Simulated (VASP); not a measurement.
# MoS2 (P1) in VASP: single point with r2SCAN

Aim: the single point of MoS2 with r2SCAN.

Program: VASP 6.6.1. These are calculated values, not measurements. Logs are shortened: lines on timing, memory, paths and dates and some standing lists are left out, and cuts for length are marked.

## (1) The cell of the first run

The typed cell holds 3 atoms: a = 6.346 Å, b = 6.346 Å, c = 6.346 Å, α = 29.12°, β = 29.12°, γ = 29.12°.

## (2) Single point, r2SCAN

Input file POSCAR:

```
MoS2
1.0
    1.5955050000      0.9211650000      6.0729490000
   -1.5955050000      0.9211650000      6.0729490000
    0.0000000000     -1.8423310000      6.0729490000
Mo S
1 2
Direct
   -0.0073230020     -0.0621677064      0.0899298723
    0.7520974823      0.7304190795      0.8079706463
    0.2701058036      0.2444223993      0.2571385772
```

Input file INCAR.step1:

```
SYSTEM = MoS2
PREC = Accurate
ENCUT = 520
ISMEAR = -1
SIGMA = 0.086
LREAL = .FALSE.
LASPH = .TRUE.
NELM = 100
NBANDS = 20
GGA = PE
ALGO = Normal
EDIFF = 1E-4
LWAVE = .TRUE.
LCHARG = .FALSE.
```

Input file INCAR.step2:

```
SYSTEM = MoS2
PREC = Accurate
ENCUT = 520
EDIFF = 1E-6
ISMEAR = -1
SIGMA = 0.086
LREAL = .FALSE.
LASPH = .TRUE.
NELM = 100
ALGO = Normal
ISIF = 2
LWAVE = .FALSE.
LCHARG = .FALSE.
METAGGA = R2SCAN
LMIXTAU = .TRUE.
NBANDS = 20
ISTART = 1
```

Input file KPOINTS:

```
Automatic mesh
0
G
  6 6 6
  0 0 0
```

Potentials or basis: VASP PAW PBE potentials, release 64 (Mo_sv, S).

The run is started by

```
$ cat potpaw_PBE.64/Mo_sv/POTCAR potpaw_PBE.64/S/POTCAR > POTCAR
$ cp INCAR.step1 INCAR
$ mpirun -np 1 vasp_std > vasp.out
$ cp INCAR.step2 INCAR
$ mpirun -np 1 vasp_std > vasp.out
```

OUTCAR:

```text
SYSTEM = MoS2
   PREC = Accurate
   ENCUT = 520
   EDIFF = 1E-6
   ISMEAR = -1
   LREAL = .FALSE.
   LASPH = .TRUE.
   NELM = 100
   ISIF = 2
   METAGGA = R2SCAN
   ISTART = 1

 ion  position               nearest neighbor table
   1  0.993  0.938  0.090-   3 2.27   3 2.34   2 2.39   2 2.48   2 2.54   3 2.56
   2  0.752  0.730  0.808-   1 2.39   1 2.48   1 2.54
   3  0.270  0.244  0.257-   1 2.27   1 2.34   1 2.56

  LATTYP: Found a trigonal (rhomboedric) cell.
 ALAT       =     6.3462501305
 COS(alpha) =     0.8735869189

  Lattice vectors:

 A1 = (   1.5955050000,   0.9211650000,   6.0729490000)
 A2 = (  -1.5955050000,   0.9211650000,   6.0729490000)
 A3 = (   0.0000000000,  -1.8423310000,   6.0729490000)

Analysis of symmetry for initial positions (statically):
=====================================================================
 Subroutine PRICEL returns:
 Original cell was already a primitive cell.

 Routine SETGRP: Setting up the symmetry group for a
 trigonal (rhombohedral) supercell.

 Subroutine GETGRP returns: Found  1 space group operations
 (whereof  1 operations were pure point group operations)
 out of a pool of 12 trial point group operations.

The static configuration has the point symmetry C_1 .

Analysis of symmetry for dynamics (positions and initial velocities):
=====================================================================
 Subroutine PRICEL returns:
 Original cell was already a primitive cell.

 Routine SETGRP: Setting up the symmetry group for a
 trigonal (rhombohedral) supercell.

 Subroutine GETGRP returns: Found  1 space group operations
 (whereof  1 operations were pure point group operations)
 out of a pool of 12 trial point group operations.

The dynamic configuration has the point symmetry C_1 .

 Subroutine INISYM returns: Found  1 space group operations
 (whereof  1 operations are pure point group operations),
 and found     1 'primitive' translations

----------------------------------------------------------------------------------------

                                     Primitive cell

  volume of cell :      53.5533

  direct lattice vectors                    reciprocal lattice vectors
     1.595505000  0.921165000  6.072949000     0.313380403  0.180930242  0.054888225
    -1.595505000  0.921165000  6.072949000    -0.313380403  0.180930242  0.054888225
     0.000000000 -1.842331000  6.072949000     0.000000000 -0.361860484  0.054888196

  length of vectors
     6.346250130  6.346250130  6.346250316     0.365999654  0.365999654  0.365999623

  position of ions in fractional coordinates (direct lattice)
     0.992676998  0.937832294  0.089929872
     0.752097482  0.730419080  0.807970646
     0.270105804  0.244422399  0.257138577

  ion indices of the primitive-cell ions
   primitive index   ion index
                 1           1
                 2           2
                 3           3

----------------------------------------------------------------------------------------

 KPOINTS: Automatic mesh

Automatic generation of k-mesh.
 Grid dimensions read from file:
 generate k-points for:    6    6    6

 Generating k-lattice:

  Cartesian coordinates                     Fractional coordinates (reciprocal lattice)
     0.052230067  0.030155040  0.009148038     0.166666667 -0.000000000 -0.000000000
    -0.052230067  0.030155040  0.009148038    -0.000000000  0.166666667 -0.000000000
     0.000000000 -0.060310081  0.009148033    -0.000000000 -0.000000000  0.166666667

  Length of vectors
     0.060999942  0.060999942  0.060999937

  Shift w.r.t. Gamma in fractional coordinates (k-lattice)
     0.000000000  0.000000000  0.000000000

 Subroutine IBZKPT returns following result:
 ===========================================

 Found    112 irreducible k-points:

 Following reciprocal coordinates:
            Coordinates               Weight
  0.000000  0.000000  0.000000      1.000000
  0.166667  0.000000  0.000000      2.000000
  0.000000  0.166667  0.000000      2.000000
  0.000000  0.000000  0.166667      2.000000
  0.333333  0.000000 -0.000000      2.000000
  0.000000  0.333333 -0.000000      2.000000
[... 16 lines left out ...]
 -0.166667  0.500000 -0.000000      2.000000
  0.166667  0.000000  0.500000      2.000000
 [... further k-points ...]
   k-points           NKPTS =    112   k-points in BZ     NKDIM =    112   number of bands    NBANDS=     20
   number of dos      NEDOS =    301   number of ions     NIONS =      3
   total plane-waves  NPLWV = 110592
   dimension x,y,z NGX =    48 NGY =   48 NGZ =   48
   dimension x,y,z NGXF=    96 NGYF=   96 NGZF=   96
   ions per type =               1   2
   NGX,Y,Z   is equivalent  to a cutoff of  12.57, 12.57, 12.57 a.u.
   NGXF,Y,Z  is equivalent  to a cutoff of  25.15, 25.15, 25.15 a.u.
 SYSTEM =  MoS2
   PREC   = accura    normal or accurate (medium, high low for compatibility)
   ISTART =      1    job   : 0-new  1-cont  2-samecut
   ICHARG =      0    charge: 1-file 2-atom 10-const
   ISPIN  =      1    spin polarized calculation?
   LNONCOLLINEAR =      F non collinear calculations
   LSORBIT =      F    spin-orbit coupling
   LASPH  =      T    aspherical Exc in radial PAW
   ENCUT  =  520.0 eV  38.22 Ry    6.18 a.u.  11.80 11.80 11.80*2*pi/ulx,y,z
   NELM   =    100;   NELMIN=  2; NELMDL=  0     # of ELM steps
   EDIFF  = 0.1E-05   stopping-criterion for ELM
   LREAL  =      F    real-space projection
   EDIFFG = 0.1E-04   stopping-criterion for IOM
   NSW    =      0    number of steps for IOM
   IBRION =     -1    ionic relax: 0-MD 1-quasi-New 2-CG
   NFREE  =      0    steps in history (QN), initial steepest desc. (CG)
   ISIF   =      2    stress and relaxation
   ISYM   =      2    0-nonsym 1-usesym 2-fastsym
   POTIM  = 0.5000    time-step for ionic-motion
   TEBEG  =    0.0;   TEEND  =   0.0 temperature during run
   PSTRESS=    0.0 pullay stress
   NELECT =      26.0000    total number of electrons
   NUPDOWN=      -1.0000    fix difference up-down
   EMIN   =  10.00;   EMAX   =-10.00  energy-range for DOS
   EFERMI =   0.00;   METHOD = LEGACY
   ISMEAR =    -1;   SIGMA  =   0.09  broadening in eV -4-tet -1-fermi 0-gaus
   EFERMI_NEDOS =   21; number of points for ismear=-14 and -15
   IALGO  =     38    algorithm
   IMIX   =      4    mixing-type and parameters
     AMIX     =   0.40;   BMIX     =  1.00
     AMIX_MAG =   1.60;   BMIX_MAG =  1.00
  volume/ion in A,a.u.               =      17.85       120.47
  Fermi-wavevector in a.u.,A,eV,Ry     =   1.286680  2.431472 22.525047  1.655544
  Thomas-Fermi vector in A             =   2.418739
   LORBIT       =      0    0 simple, 1 ext, 2 COOP (PROOUT), +10 PAW based schemes
   METAGGA = R2SCAN    functional components
   LHFCALC =     F    Hartree Fock is set to
   AEXX    =    0.0000 exact exchange contribution
   IVDW    =     0    specifies the selected vdW correction
   LEPSILON=     F    determine dielectric tensor
   LRPA    =     F    only Hartree local field effects (RPA)
 non-spin polarized calculation
  energy-cutoff  :      520.00
  volume of cell :       53.55
 maximum number of plane-waves:      1456
   NGX = 23   NGY = 23   NGZ = 23

 number of electron      26.0000000 magnetization

 Free energy of the ion-electron system (eV)
  ---------------------------------------------------
  ext. energy  EPLUGINS =         0.00000000
  ---------------------------------------------------
  free energy    TOTEN  =       -43.97673460 eV

  energy without entropy =      -43.95788526  energy(sigma->0) =      -43.96730993

 E-fermi :   7.6421     XC(G=0): -11.5380

 val. band max:        7.6344918887   @ k =  -0.1667  -0.3333   0.5000
 cond. band min:       7.6609813973   @ k =   0.0000   0.1667   0.1667
 fundamental gap:      0.0264895086
 Fermi energy:         7.6420760023

 k-point     1 :       0.0000    0.0000    0.0000
  band No.  band energies     occupation
      1     -56.1120      2.00000
      2     -29.4783      2.00000
      3     -29.3782      2.00000
      4     -29.3351      2.00000
      5      -8.1245      2.00000
      6      -6.4690      2.00000
[... 12 lines left out ...]
     19      14.8847      0.00000
     20      17.7317      0.00000

 k-point     2 :       0.1667    0.0000    0.0000
  band No.  band energies     occupation
      1     -56.1020      2.00000
      2     -29.4770      2.00000
      3     -29.4414      2.00000
      4     -29.3749      2.00000
      5      -7.6849      2.00000
      6      -6.3850      2.00000
[... 12 lines left out ...]
     19      15.9427      0.00000
     20      17.2018      0.00000

 k-point     3 :       0.0000    0.1667    0.0000
  band No.  band energies     occupation
      1     -56.1020      2.00000
      2     -29.4860      2.00000
      3     -29.4485      2.00000
      4     -29.3587      2.00000
      5      -7.6858      2.00000
      6      -6.3846      2.00000
[... 12 lines left out ...]
     19      15.9403      0.00000
     20      17.3026      0.00000

 k-point     4 :       0.0000    0.0000    0.1667
  band No.  band energies     occupation
      1     -56.1022      2.00000
      2     -29.4631      2.00000
      3     -29.4358      2.00000
      4     -29.3917      2.00000
      5      -7.7031      2.00000
      6      -6.3523      2.00000
[... 12 lines left out ...]
     19      15.8657      0.00000
     20      17.3425      0.00000

 k-point     5 :       0.3333    0.0000   -0.0000
  band No.  band energies     occupation
      1     -56.0820      2.00000
      2     -29.6543      2.00000
      3     -29.4287      2.00000
      4     -29.4088      2.00000
      5      -6.7490      2.00000
      6      -6.0556      2.00000
[... 12 lines left out ...]
     19      15.4196      0.00000
     20      16.8544      0.00000
[... 353 lines left out ...]
      6      -5.6801      2.00000
[... 12 lines left out ...]
     19      15.5459      0.00000
     20      16.8234      0.00000

 k-point    22 :       0.0000    0.5000    0.1667
  band No.  band energies     occupation
      1     -56.0719      2.00000
      2     -29.7229      2.00000
      3     -29.4739      2.00000
      4     -29.3936      2.00000
      5      -6.3342      2.00000
      6      -5.6793      2.00000
[... 12 lines left out ...]
     19      15.6176      0.00000
     20      16.7403      0.00000

 k-point    23 :      -0.1667    0.5000   -0.0000
  band No.  band energies     occupation
      1     -56.0721      2.00000
      2     -29.7119      2.00000
      3     -29.4812      2.00000
      4     -29.3947      2.00000
      5      -6.3074      2.00000
      6      -5.6934      2.00000
[... 12 lines left out ...]
     19      15.6767      0.00000
     20      16.4355      0.00000

 k-point    24 :       0.1667    0.0000    0.5000
  band No.  band energies     occupation
      1     -56.0725      2.00000
      2     -29.6752      2.00000
      3     -29.5118      2.00000
      4     -29.3958      2.00000
      5      -6.3167      2.00000
      6      -5.6577      2.00000
[... 12 lines left out ...]
     19      15.7436      0.00000
     20      16.6164      0.00000

 [... further k-points ...]
[... 5 lines left out ...]
  --------------------------------------------------------------------------------------
  -------------------------------------------------------------------------------------
  Total        1.4414852      0.2363165      0.8858505     -0.3757209      1.6334990     -0.3499480
  in kB       43.1254983      7.0699778     26.5023497    -11.2405962     48.8700538    -10.4695352
  external PRESSURE =      25.5659419 kB  Pullay stress =       0.0000000 kB

 VOLUME and BASIS-vectors are now :
 -----------------------------------------------------------------------------
  energy-cutoff  :      520.00
  volume of cell :       53.55
      direct lattice vectors                 reciprocal lattice vectors
     1.595505000  0.921165000  6.072949000     0.313380403  0.180930242  0.054888225
    -1.595505000  0.921165000  6.072949000    -0.313380403  0.180930242  0.054888225
     0.000000000 -1.842331000  6.072949000     0.000000000 -0.361860484  0.054888196

 POSITION                                       TOTAL-FORCE (eV/Angst)
 -----------------------------------------------------------------------------------
      0.08751      1.61264     12.27002        -0.485572      1.387794      1.899534
      0.03459     -0.12291     13.91001         0.121856     -0.120673     -0.866547
      0.04098      0.00023      4.68629         0.363716     -1.267121     -1.032987
 -----------------------------------------------------------------------------------
    total drift:                                0.000110     -0.000267     -0.000019

  FREE ENERGIE OF THE ION-ELECTRON SYSTEM (eV)
  ---------------------------------------------------
  free  energy   TOTEN  =       -43.9767346015 eV

  energy  without entropy=      -43.9578852557  energy(sigma->0) =      -43.96730993
```

Run time: 13 min. Hardware: 1 thread of Intel Xeon Platinum 8259CL at 2.50GHz (Skylake/Cascade Lake), shared host; peak memory 0.41 GiB.

What came out:

* Free energy: -43.9767 eV
* Pressure: 2.6 GPa
* Largest force: 2.402 eV/Å
* Band gap on the k mesh: zero (bands 13 and 14 overlap by 0.42 eV)

Forces in eV/Å, atoms in the order of the input:
```
Mo  -0.486  1.388  1.900
S    0.122 -0.121 -0.867
S    0.364 -1.267 -1.033
```

Caveat: the k points lie up to 0.38 Å⁻¹ apart; the atoms stand as in a frame of molecular dynamics; the PAW data sets were made with another functional, which shifts forces and pressure a little.
